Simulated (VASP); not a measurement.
Here is a VASP 6.6.1 calculation.

Contents of INCAR:

```
SYSTEM = LiH
PREC = Accurate
ENCUT = 600
EDIFF = 1E-7
ISMEAR = 0
SIGMA = 0.01
LREAL = .FALSE.
LASPH = .TRUE.
NELM = 60
ALGO = Normal
ISIF = 3
LWAVE = .FALSE.
LCHARG = .FALSE.
GGA = PE
IBRION = 2
NSW = 80
EDIFFG = -0.002
```

Contents of KPOINTS:

```
regular mesh
0
G
  10 10 10
  0 0 0
```

POSCAR

```
LiH
1.0
    0.0000000000      2.0000000000      2.0000000000
    2.0000000000      0.0000000000      2.0000000000
    2.0000000000      2.0000000000      0.0000000000
Li H
1 1
Direct
    0.0000000000      0.0000000000      0.0000000000
    0.5000000000      0.5000000000      0.5000000000
```

Potentials or basis: VASP PAW PBE potentials, release 64 (Li_sv, H).

Launch:

```sh
$ cat potpaw_PBE.64/Li_sv/POTCAR potpaw_PBE.64/H/POTCAR > POTCAR
$ mpirun -np 1 vasp_std > vasp.out
```

(1) Estimate the band gap on the k mesh.

Answers

(1) 2.97 eV, direct.

Caveat: the relaxation stopped at its first step, so nothing moved.
